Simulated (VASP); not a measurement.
Runs of VASP 6.6.1 on CdTe4. The structure is that of space group Pm-3m (No. 221), or close to it. The cells are those of the table. The cell was built from a structure type or drawn by symmetry, and may not be a known phase.

| task | cell | k mesh | cutoff (eV) | gap on the mesh (eV) | pressure (GPa) | relaxed volume (Å³/atom) |
| --- | --- | --- | --- | --- | --- | --- |
| relaxation of cell and atoms | relaxed from a = 5.597 Å, 5 atoms | 4 × 4 × 4 | 600 | none | 0.0 | 34.18 |
| single point | a = 5.597 Å, 5 atoms | 4 × 4 × 4 | 520 | none | -0.8 | - |
| single point | a = 5.556 Å, 5 atoms | 8 × 8 × 8 | 520 | none | (a) | - |
| relaxation of cell and atoms | relaxed from a = 5.556 Å, 5 atoms | 8 × 8 × 8 | 600 | none | 0.0 | 34.38 |
| single point | a = 5.556 Å, 5 atoms | 4 × 4 × 4 | 520 | none | (b) | - |

Alike in all rows: level PBE; potentials or basis VASP PAW PBE potentials, release 64 (Cd, Te); no spin polarisation; smearing gaussian 0.1 eV.

Question: Fill in the values left out.

Answer: (a) 0.1; (b) -0.1.

Caveats: spin-orbit coupling is left out, which moves the levels of the heavy elements.

A k mesh can miss the band edges, and the runs leave out spin-orbit coupling on Cd, Te.

A gap of «none» marks levels without a gap at the run's occupations.
